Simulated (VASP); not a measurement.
# LaH3 (I4/mmm) in VASP: single point with r2SCAN

Aim: the single point of LaH3 with r2SCAN.

Program: VASP 6.6.1. These are calculated values, not measurements. Logs are shortened: lines on timing, memory, paths and dates and some standing lists are left out, and cuts for length are marked.

### 1 The cell of the first run

The structure is tetragonal, space group I4/mmm (No. 139). The conventional cell has a = 3.935 Å, b = 3.935 Å, c = 5.587 Å, α = 90.00°, β = 90.00°, γ = 90.00°. H (site symmetry -4m2) has 10 H at 2.41 to 2.79 Å and 4 La at 2.41 Å within 3.2 Å. Within 3.2 Å of H (site symmetry 4/mmm) lie 8 H at 2.41 Å and 6 La at 2.78 to 2.79 Å. Within 3.2 Å of La (site symmetry 4/mmm) lie 14 H at 2.41 to 2.79 Å.

### 2 Single point, r2SCAN

File POSCAR:

```
LaH3
1.0
   -1.9676281394      1.9676281394      2.7934934694
    1.9676281394     -1.9676281394      2.7934934694
    1.9676281394      1.9676281394     -2.7934934694
H La
3 1
Direct
    0.7500000000      0.2500000000      0.5000000000
    0.2500000000      0.7500000000      0.5000000000
    0.5000000000      0.5000000000      0.0000000000
    0.0000000000      0.0000000000      0.0000000000
```

File INCAR.step1:

```
PREC = Accurate
ENCUT = 550
ISMEAR = 0
SIGMA = 0.02
LREAL = F
LASPH = T
NELM = 200
NBANDS = 15
GGA = PE
ALGO = Normal
EDIFF = 1E-5
LWAVE = T
LCHARG = F
GGA_COMPAT = F
LMAXMIX = 6
```

File INCAR.step2:

```
PREC = Accurate
ENCUT = 550
EDIFF = 1E-6
ISMEAR = 0
SIGMA = 0.02
LREAL = F
LASPH = T
NELM = 200
ALGO = Normal
ISIF = 2
LWAVE = F
LCHARG = F
METAGGA = R2SCAN
LMIXTAU = T
NBANDS = 15
ISTART = 1
GGA_COMPAT = F
LMAXMIX = 6
```

File KPOINTS:

```
regular mesh
0
Gamma
  15 15 15
```

Potentials or basis: VASP PAW PBE potentials, release 64 (H, La).

Command:

```bash
cat potpaw_PBE.64/H/POTCAR potpaw_PBE.64/La/POTCAR > POTCAR
cp INCAR.step1 INCAR
mpirun -np 1 vasp_std > vasp.out
cp INCAR.step2 INCAR
mpirun -np 1 vasp_std > vasp.out
```

OUTCAR:

```text
PREC = Accurate
   ENCUT = 550
   EDIFF = 1E-6
   ISMEAR = 0
   LREAL = F
   LASPH = T
   NELM = 200
   ISIF = 2
   METAGGA = R2SCAN
   ISTART = 1

 ion  position               nearest neighbor table
   1  0.750  0.250  0.500-
   2  0.250  0.750  0.500-
   3  0.500  0.500  0.000-
   4  0.000  0.000  0.000-

  LATTYP: Found a body centered tetragonal cell.
 ALAT       =     3.9352562788
 C/A-ratio  =     1.4197263261

  Lattice vectors:

 A1 = (  -1.9676281394,   1.9676281394,   2.7934934694)
 A2 = (   1.9676281394,  -1.9676281394,   2.7934934694)
 A3 = (   1.9676281394,   1.9676281394,  -2.7934934694)

Analysis of symmetry for initial positions (statically):
=====================================================================
 Subroutine PRICEL returns:
 Original cell was already a primitive cell.

 Routine SETGRP: Setting up the symmetry group for a
 body centered tetragonal supercell.

 Subroutine GETGRP returns: Found 16 space group operations
 (whereof 16 operations were pure point group operations)
 out of a pool of 16 trial point group operations.

The static configuration has the point symmetry D_4h.

Analysis of symmetry for dynamics (positions and initial velocities):
=====================================================================
 Subroutine PRICEL returns:
 Original cell was already a primitive cell.

 Routine SETGRP: Setting up the symmetry group for a
 body centered tetragonal supercell.

 Subroutine GETGRP returns: Found 16 space group operations
 (whereof 16 operations were pure point group operations)
 out of a pool of 16 trial point group operations.

The dynamic configuration has the point symmetry D_4h.

 Subroutine INISYM returns: Found 16 space group operations
 (whereof 16 operations are pure point group operations),
 and found     1 'primitive' translations

----------------------------------------------------------------------------------------

                                     Primitive cell

  volume of cell :      43.2607

  direct lattice vectors                    reciprocal lattice vectors
    -1.967628139  1.967628139  2.793493469     0.000000000  0.254113056  0.178987352
     1.967628139 -1.967628139  2.793493469     0.254113056  0.000000000  0.178987352
     1.967628139  1.967628139 -2.793493469     0.254113056  0.254113056  0.000000000

  length of vectors
     3.942933775  3.942933775  3.942933775     0.310821360  0.310821360  0.359370130
[... 91 lines left out ...]
   ISIF   =      2    stress and relaxation
   ISYM   =      2    0-nonsym 1-usesym 2-fastsym
   POTIM  = 0.5000    time-step for ionic-motion
   TEBEG  =    0.0;   TEEND  =   0.0 temperature during run
   PSTRESS=    0.0 pullay stress
   NELECT =      14.0000    total number of electrons
   NUPDOWN=      -1.0000    fix difference up-down
   EMIN   =  10.00;   EMAX   =-10.00  energy-range for DOS
   EFERMI =   0.00;   METHOD = LEGACY
   ISMEAR =     0;   SIGMA  =   0.02  broadening in eV -4-tet -1-fermi 0-gaus
   EFERMI_NEDOS =   21; number of points for ismear=-14 and -15
   IALGO  =     38    algorithm
   IMIX   =      4    mixing-type and parameters
     AMIX     =   0.40;   BMIX     =  1.00
     AMIX_MAG =   1.60;   BMIX_MAG =  1.00
  volume/ion in A,a.u.               =      10.82        72.98
  Fermi-wavevector in a.u.,A,eV,Ry     =   1.123965  2.123987 17.188216  1.263298
  Thomas-Fermi vector in A             =   2.260635
   LORBIT       =      0    0 simple, 1 ext, 2 COOP (PROOUT), +10 PAW based schemes
   METAGGA = R2SCAN    functional components
   LHFCALC =     F    Hartree Fock is set to
   AEXX    =    0.0000 exact exchange contribution
   IVDW    =     0    specifies the selected vdW correction
   LEPSILON=     F    determine dielectric tensor
   LRPA    =     F    only Hartree local field effects (RPA)
 non-spin polarized calculation
 Gauss-broadening in eV      SIGMA  =   0.02
  energy-cutoff  :      550.00
  volume of cell :       43.26
 maximum number of plane-waves:      1295
   NGX = 15   NGY = 15   NGZ = 15

 number of electron      13.9999998 magnetization

 Free energy of the ion-electron system (eV)
  ---------------------------------------------------
  ext. energy  EPLUGINS =         0.00000000
  ---------------------------------------------------
  free energy    TOTEN  =       -42.84978898 eV

  energy without entropy =      -42.84978898  energy(sigma->0) =      -42.84978898

 E-fermi :   8.1208     XC(G=0): -10.5083

 val. band max:        8.0521746528   @ k =   0.0000   0.0000   0.0000
 cond. band min:       8.1955716409   @ k =   0.4667  -0.0000   0.0000
 fundamental gap:      0.1433969881
 Fermi energy:         8.1208251455

 k-point     1 :       0.0000    0.0000    0.0000
  band No.  band energies     occupation
      1     -26.8326      2.00000
      2      -9.6201      2.00000
      3      -9.6185      2.00000
      4      -9.6185      2.00000
      5      -0.5380      2.00000
      6       4.4719      2.00000
      7       8.0522      2.00000
      8       8.3223      0.00000
      9       8.3484      0.00000
     10       8.3484      0.00000
     11       9.3405      0.00000
     12       9.3481      0.00000
     13       9.3481      0.00000
     14       9.9799      0.00000
[... 401 lines left out ...]
      2     -10.2468      2.00000
      3      -9.8120      2.00000
      4      -9.6711      2.00000
      5       0.9884      2.00000
      6       3.2067      2.00000
      7       5.6426      2.00000
      8       8.7376      0.00000
      9       9.0500      0.00000
     10       9.1741      0.00000
     11       9.4334      0.00000
     12       9.6712      0.00000
     13       9.8545      0.00000
     14       9.9020      0.00000
     15      10.1913      0.00000

 [... further k-points ...]
[... 5 lines left out ...]
  --------------------------------------------------------------------------------------
  -------------------------------------------------------------------------------------
  Total       -0.0788030     -0.0788030     -0.0897582      0.0000000      0.0000000      0.0000000
  in kB       -2.9185011     -2.9185011     -3.3242281      0.0000000      0.0000000      0.0000000
  external PRESSURE =      -3.0537434 kB  Pullay stress =       0.0000000 kB

 VOLUME and BASIS-vectors are now :
 -----------------------------------------------------------------------------
  energy-cutoff  :      550.00
  volume of cell :       43.26
      direct lattice vectors                 reciprocal lattice vectors
    -1.967628139  1.967628139  2.793493469     0.000000000  0.254113056  0.178987352
     1.967628139 -1.967628139  2.793493469     0.254113056  0.000000000  0.178987352
     1.967628139  1.967628139 -2.793493469     0.254113056  0.254113056  0.000000000

 POSITION                                       TOTAL-FORCE (eV/Angst)
 -----------------------------------------------------------------------------------
      0.00000      1.96763      1.39675        -0.000000      0.000000     -0.000000
      1.96763      0.00000      1.39675         0.000000     -0.000000      0.000000
      0.00000      0.00000      2.79349        -0.000000     -0.000000      0.000000
      0.00000      0.00000      0.00000        -0.000000     -0.000000      0.000000
 -----------------------------------------------------------------------------------
    total drift:                               -0.000000     -0.000000     -0.000000

  FREE ENERGIE OF THE ION-ELECTRON SYSTEM (eV)
  ---------------------------------------------------
  free  energy   TOTEN  =       -42.8497889801 eV

  energy  without entropy=      -42.8497889801  energy(sigma->0) =      -42.84978898
```

OSZICAR.step1:

```text
N       E                     dE             d eps       ncg     rms          rms(c)
DAV:   1     0.104122357571E+03    0.10412E+03   -0.52603E+03  8952   0.132E+03
DAV:   2    -0.800205637721E+01   -0.11212E+03   -0.97598E+02 10546   0.190E+02
DAV:   3    -0.174826513627E+02   -0.94806E+01   -0.93577E+01 11282   0.881E+01
DAV:   4    -0.180248211489E+02   -0.54217E+00   -0.54093E+00 15228   0.149E+01
DAV:   5    -0.180388142760E+02   -0.13993E-01   -0.13992E-01 11755   0.217E+00    0.555E+00
DAV:   6    -0.174509598176E+02    0.58785E+00   -0.95663E-01 14690   0.594E+00    0.272E+00
DAV:   7    -0.173356937021E+02    0.11527E+00   -0.57218E-01 14337   0.416E+00    0.701E-01
DAV:   8    -0.173392288352E+02   -0.35351E-02   -0.47242E-02 14446   0.228E+00    0.301E-01
DAV:   9    -0.173405969916E+02   -0.13682E-02   -0.24712E-02 14387   0.141E+00    0.221E-01
DAV:  10    -0.173388613563E+02    0.17356E-02   -0.68788E-03 14486   0.712E-01    0.386E-02
DAV:  11    -0.173388449510E+02    0.16405E-04   -0.55332E-04 15451   0.177E-01    0.136E-02
DAV:  12    -0.173388379379E+02    0.70131E-05   -0.57685E-05 14940   0.689E-02
   1 F= -.17338838E+02 E0= -.17338831E+02  d E =-.138450E-04
```

It took 14 min on 1 thread of Intel Xeon Platinum 8259CL at 2.50GHz (Skylake/Cascade Lake), shared host; peak memory 0.37 GiB.

Results:

| Property | Result |
| --- | --- |
| Free energy | -42.8498 eV |
| Pressure | -0.3 GPa |
| Band gap on the k mesh | 0.14 eV (least direct gap 0.27 eV) |

Levels at points of the mesh, in eV from the valence-band top:
```
           k point  band 3  band 4  band 5  band 6  band 7  band 8  band 9  band 10  band 11  band 12
(0.00, 0.00, 0.00)  -17.67  -17.67   -8.59   -3.58    0.00    0.27    0.30     0.30     1.29     1.30
```

Caveat: the PAW data sets were made with another functional, which shifts forces and pressure a little; spin-orbit coupling is left out, which moves the levels of the heavy elements; an odd mesh through Γ misses points on the zone boundary, where band edges can lie.
